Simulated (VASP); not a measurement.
A run of VASP 6.6.1 is set up as follows.

The input INCAR:

```
  PREC = Accurate
  ENCUT = 520
  EDIFF = 1E-6
  ISMEAR = -1
  SIGMA = 0.05
  LREAL = Auto
  LASPH = T
  NELM = 200
  ALGO = Normal
  ISIF = 2
  LWAVE = F
  LCHARG = T
  ISPIN = 2
  MAGMOM = 0 0 0 0 0 0 0 0 0 0 0 0 0.5 0 0 0 0 0.5 0 0 0 0 0 0 0 0 0 0 0 0 0 0 0 0 0 0 0 0 0 0 0 0 0 0 0 0 0 0 0 0 0 0 0 0 0 0 0 0 0 0 0 0 0 0 0 0 0 0 0 0 0 0.5 0.5
  LORBIT = 11
  GGA = PS
  LELF = T
  LVHAR = T
  NBANDS = 240
  NELECT = 388.0
  ISYM = -1
  GGA_COMPAT = F
  KPAR = 1
```

File KPOINTS:

```
explicit points
1
Reciprocal
  0.25000000   0.25000000   0.25000000 1
```

The input POSCAR:

```
Si24NO48
1.0
    9.9016390000      0.0000000000      0.0000000000
   -4.9508190000      8.5750710000      0.0000000000
    0.0000000000      0.0000000000     10.8858800000
Si O N
24 48 1
Direct
    0.2390930000      0.0030440000      0.1626390000
    0.2233750000      0.9918760000      0.6707100000
    0.2389940000      0.5066320000      0.1685410000
    0.2362640000      0.4970640000      0.6692160000
    0.7354770000      0.0023230000      0.1652510000
    0.7364620000      0.9973690000      0.6663190000
    0.7385970000      0.5088650000      0.1639350000
    0.7402240000      0.4975110000      0.6684460000
    0.0033330000      0.2387430000      0.3283300000
    0.9969630000      0.2347240000      0.8358850000
    0.0046490000      0.7377200000      0.3320300000
    0.9973590000      0.7277650000      0.8387720000
    0.5226500000      0.2322590000      0.3180060000
    0.4949510000      0.2349250000      0.8349200000
    0.5025080000      0.7377200000      0.3353300000
    0.5019970000      0.7357740000      0.8321540000
    0.2660360000      0.2709660000      0.0016960000
    0.2388890000      0.2479450000      0.5061780000
    0.2685870000      0.7673820000      0.9996770000
    0.2659530000      0.7631870000      0.5004550000
    0.7587140000      0.2636360000      0.9991150000
    0.7763370000      0.2651860000      0.4991830000
    0.7659320000      0.7691180000      0.9996150000
    0.7677120000      0.7629940000      0.5009340000
    0.2142350000      0.1415960000      0.1106090000
    0.1741410000      0.1105310000      0.6056560000
    0.2141160000      0.6436690000      0.1120580000
    0.2090840000      0.6275300000      0.6035610000
    0.7025860000      0.1353190000      0.1091560000
    0.7081260000      0.1285410000      0.6010990000
    0.7048730000      0.6403220000      0.1093370000
    0.7106980000      0.6285840000      0.6058660000
    0.3779360000      0.0739450000      0.2681810000
    0.3537530000      0.0762910000      0.7767680000
    0.3670280000      0.5740790000      0.2785000000
    0.3691400000      0.5714170000      0.7741120000
    0.8682340000      0.0769220000      0.2716980000
    0.8645150000      0.0728140000      0.7754930000
    0.8729370000      0.5776810000      0.2682650000
    0.8652480000      0.5644400000      0.7794250000
    0.4279450000      0.3013420000      0.9401650000
    0.4309580000      0.8008400000      0.4407280000
    0.4294850000      0.7948390000      0.9390860000
    0.9420150000      0.2947390000      0.4456920000
    0.9214710000      0.2945170000      0.9398190000
    0.9288540000      0.7935300000      0.4383290000
    0.9276640000      0.7897150000      0.9456180000
    0.1423160000      0.2095470000      0.3810180000
    0.1301740000      0.2076390000      0.8981170000
    0.1357530000      0.7065260000      0.3927290000
    0.1337760000      0.7019080000      0.8952000000
    0.6604810000      0.2154170000      0.3785840000
    0.6244970000      0.2000970000      0.8938240000
    0.6325240000      0.7049080000      0.3967290000
    0.6375170000      0.7095210000      0.8905060000
    0.0737060000      0.3723650000      0.2241900000
    0.0732150000      0.3645960000      0.7272550000
    0.0813820000      0.8732970000      0.2281680000
    0.0642670000      0.8551980000      0.7289980000
    0.5752060000      0.3788800000      0.2301360000
    0.5747090000      0.3656110000      0.7265650000
    0.5761390000      0.8669200000      0.2267180000
    0.5719180000      0.8648340000      0.7231940000
    0.2962910000      0.4337650000      0.0606890000
    0.2935220000      0.4159660000      0.5641710000
    0.2961080000      0.9323700000      0.0536930000
    0.2872710000      0.9208870000      0.5654240000
    0.7842920000      0.4260910000      0.0566520000
    0.7971400000      0.4236430000      0.5600420000
    0.7953270000      0.9330410000      0.0563280000
    0.7993720000      0.9246240000      0.5627120000
    0.4680500000      0.2056540000      0.5491880000
    0.4225450000      0.2470920000      0.4604080000
```

Potentials or basis: VASP PAW PBE potentials, release 64 (Si, O, N).

The run is started by

```console
$ cat potpaw_PBE.64/Si/POTCAR potpaw_PBE.64/O/POTCAR potpaw_PBE.64/N/POTCAR > POTCAR
$ mpirun -np 4 vasp_std > vasp.out
```

**Question.** Estimate the largest force.

**Answer.** 0.817 eV/Å.

**Question.** Estimate the net moment.

**Answer.** 0.00 μB per cell.

Forces on the atoms (eV/Å):
```
Si  -0.007  0.013  0.018
Si  -0.007  0.024 -0.006
Si  -0.018 -0.007  0.003
Si  -0.004 -0.008 -0.014
Si  -0.017  0.004  0.008
Si  -0.020  0.008 -0.001
Si  -0.022 -0.015  0.003
Si  -0.009 -0.017 -0.004
Si   0.026 -0.016  0.005
Si   0.000 -0.014 -0.001
Si   0.012 -0.012 -0.009
Si   0.008 -0.017  0.005
Si  -0.063 -0.008  0.054
Si   0.005 -0.020 -0.015
Si   0.007 -0.008  0.000
Si   0.001 -0.018 -0.004
Si   0.006  0.012  0.005
Si   0.071  0.001 -0.049
Si   0.006  0.023  0.000
Si   0.004  0.010  0.013
Si   0.003  0.021  0.000
Si   0.000  0.019 -0.009
Si   0.007  0.014 -0.002
Si   0.009  0.010  0.009
O   -0.021  0.016  0.006
O   -0.009 -0.018  0.026
O   -0.018  0.012  0.015
O   -0.013  0.009  0.005
O   -0.021  0.008  0.014
O   -0.013 -0.005  0.014
O   -0.031  0.019  0.003
O   -0.016  0.015  0.005
O   -0.017 -0.051 -0.017
O   -0.003 -0.009  0.003
O    0.003 -0.021  0.013
O    0.012 -0.012  0.017
O   -0.005 -0.030  0.005
O    0.000 -0.016  0.011
O    0.002 -0.016  0.011
O    0.008 -0.015  0.016
O    0.012  0.016  0.014
O    0.022  0.012  0.004
O    0.017  0.010  0.010
O    0.022  0.015  0.016
O    0.016  0.014  0.009
O    0.012  0.008  0.011
O    0.015  0.013  0.013
O   -0.008 -0.008 -0.044
O    0.017 -0.011 -0.008
O    0.015 -0.008 -0.011
O    0.018 -0.015 -0.014
O    0.040 -0.006  0.015
O    0.012 -0.016 -0.011
O    0.012 -0.012 -0.009
O    0.021 -0.010 -0.005
O   -0.017  0.006 -0.018
O   -0.016 -0.014 -0.005
O   -0.016 -0.010 -0.002
O   -0.027 -0.023 -0.007
O   -0.018  0.032 -0.030
O   -0.015 -0.006 -0.018
O   -0.017 -0.016 -0.007
O   -0.019 -0.010 -0.009
O    0.000  0.022 -0.010
O   -0.002  0.045  0.010
O    0.015  0.010 -0.022
O    0.006  0.010 -0.014
O    0.002  0.009 -0.008
O   -0.004  0.021 -0.004
O    0.004  0.018 -0.012
O    0.007  0.018 -0.019
O    0.428 -0.246  0.652
N   -0.409  0.243 -0.624
```

Caveat: the cell carries a net charge on a neutralising background, which shifts energy and pressure; the standard files for N, O and F lose accuracy on very short bonds; the PAW data sets were made with another functional, which shifts forces and pressure a little.
